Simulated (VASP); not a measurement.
Runs of VASP 6.6.1 on Cd4S. The structure is that of space group Im-3m (No. 229), or close to it. The cells are those of the table. The cell was built from a structure type or drawn by symmetry, and may not be a known phase.

```tsv
task	cell	k mesh	cutoff (eV)	gap on the mesh (eV)	pressure (GPa)	relaxed volume (Å³/atom)
single point	a = 5.565 Å, angles 109.5°, 5 atoms	8 × 8 × 8	520	none	0.2	-
relaxation of cell and atoms	relaxed from a = 5.562 Å, angles 109.5°, 5 atoms	8 × 8 × 8	600	none	0.0	(a)
relaxation of cell and atoms	relaxed from a = 5.302 Å, angles 109.5°, 5 atoms	4 × 4 × 4	600	none	-0.2	26.48
single point	a = 5.562 Å, angles 109.5°, 5 atoms	4 × 4 × 4	520	none	-0.2	-
single point	a = 5.302 Å, angles 109.5°, 5 atoms	4 × 4 × 4	520	none	7.2	-
```

Alike in all rows: level PBE; potentials or basis VASP PAW PBE potentials, release 64 (Cd, S); no spin polarisation; smearing gaussian 0.1 eV.

Question: Estimate the missing entries.

Answer: (a) 26.70.

Caveats: some runs use coarse meshes; the volume moved by over 15 % at a fixed basis, so the end points are rough (at least some runs).

A k mesh can miss the band edges, and the runs leave out spin-orbit coupling on Cd.

A gap of «none» marks levels without a gap at the run's occupations.
